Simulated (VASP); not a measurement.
A run of VASP 6.6.1 is set up as follows.

File POSCAR:

```
MgS
1.0
    0.0638362727      2.8308768389      2.8308768389
    2.8308768389      0.0638362727      2.8308768389
    2.8947131117      2.8947131117      0.0000000001
Mg S
1 1
Direct
    0.0042168796      0.0042168796     -0.0042168796
    0.2457831204      0.2457831204      0.2542168796
```

File INCAR.step1:

```
PREC     = Accurate       # precision mode
ENCUT    = 520            # plane-wave cutoff, eV
EDIFF    = 1E-5           # SCF threshold, eV
ISMEAR   = 0              # smearing method
SIGMA    = 0.01           # smearing width, eV
LREAL    = False          # projectors in reciprocal space
LASPH    = True           # aspherical terms in the spheres
NELM     = 100            # most SCF steps
ALGO     = Normal         # electronic algorithm
ISIF     = 2              # what is computed and relaxed
LWAVE    = True           # write WAVECAR
GGA      = PE             # functional
NBANDS   = 11             # bands
```

Contents of INCAR.step2:

```
PREC     = Accurate       # precision mode
ENCUT    = 520            # plane-wave cutoff, eV
EDIFF    = 1E-7           # SCF threshold, eV
ISMEAR   = 0              # smearing method
SIGMA    = 0.01           # smearing width, eV
LREAL    = False          # projectors in reciprocal space
LASPH    = True           # aspherical terms in the spheres
NELM     = 100            # most SCF steps
ALGO     = Normal         # electronic algorithm
ISIF     = 2              # what is computed and relaxed
LWAVE    = False          # write WAVECAR
LCHARG   = True           # write CHGCAR
GGA      = PE             # functional
LHFCALC  = True           # exact exchange
HFSCREEN = 0.2079         # screening, 1/A
PRECFOCK = Normal       
LELF     = True           # ELF
LVHAR    = True         
ISTART   = 1            
NBANDS   = 11             # bands
```

Contents of KPOINTS:

```
regular mesh
0
Gamma
  6 6 6
```

Potentials or basis: VASP PAW PBE potentials, release 64 (Mg, S).

The run is started by

```sh
$ cat potpaw_PBE.64/Mg/POTCAR potpaw_PBE.64/S/POTCAR > POTCAR
$ cp INCAR.step1 INCAR
$ mpirun -np 1 vasp_std > vasp.out
$ cp INCAR.step2 INCAR
$ mpirun -np 1 vasp_std > vasp.out
```

Estimate the band gap on the k mesh.

4.34 eV.

Predict the largest force.

0.003 eV/Å.

What does it give for the pressure?

-0.2 GPa.

Forces in eV/Å, atoms in the order of the input:
```
Mg   0.000  0.000 -0.003
S    0.000  0.000  0.003
```

Caveat: the cell differs from its parent crystal (shear xy strain +4.5%); the structure was generated, so it needn't be the stable form of MgS; the PAW data sets were made with another functional, which shifts forces and pressure a little. A k mesh can miss the band edges.
